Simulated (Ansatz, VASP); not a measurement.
One calculation of WS2, two programs

```xyz
6
Lattice="3.1542 0.0000 0.0000 -1.5771 2.7316 0.0000 0.0000 0.0000 12.1399" Properties=species:S:1:pos:R:3 pbc="T T T"
W     0.0000    1.8211    3.0350
W     1.5771    0.9105    9.1049
S     0.0000    2.1211    7.8302
S     1.5771    0.9105    1.4603
S     0.0000    1.8211   10.6796
S     1.5771    0.9105    4.6097
```

Alike in both runs: task single point; functional PBE; dispersion D3(BJ); k mesh 12 × 12 × 4; occupations gaussian, width 0.05 eV; no spin polarisation.

```csv
,VASP,Ansatz
version,VASP 6.6.1,Ansatz 0.2.0
potentials or method,"VASP PAW PBE potentials, release 64 (W_sv, S), cutoff 520 eV","scalar-relativistic, plane waves, PAW"
valence electrons in the cell,52,52
```

```tsv
	VASP	Ansatz	Ansatz less VASP
gap on the k mesh at the Fermi level (eV)	none	none	-
pressure (GPa)	14.2	14.3	+0.10
traceless stress, the component that is largest in VASP (GPa)	15.83	15.94	+0.112
rms of the force components (eV/Å)	4.115	4.136	+0.0213
```

Atom by atom the forces differ by 0.023 eV/Å (rms over components). A gap of «none» marks a metal or a gap that the smearing closes.

Neither program's run includes spin-orbit coupling.
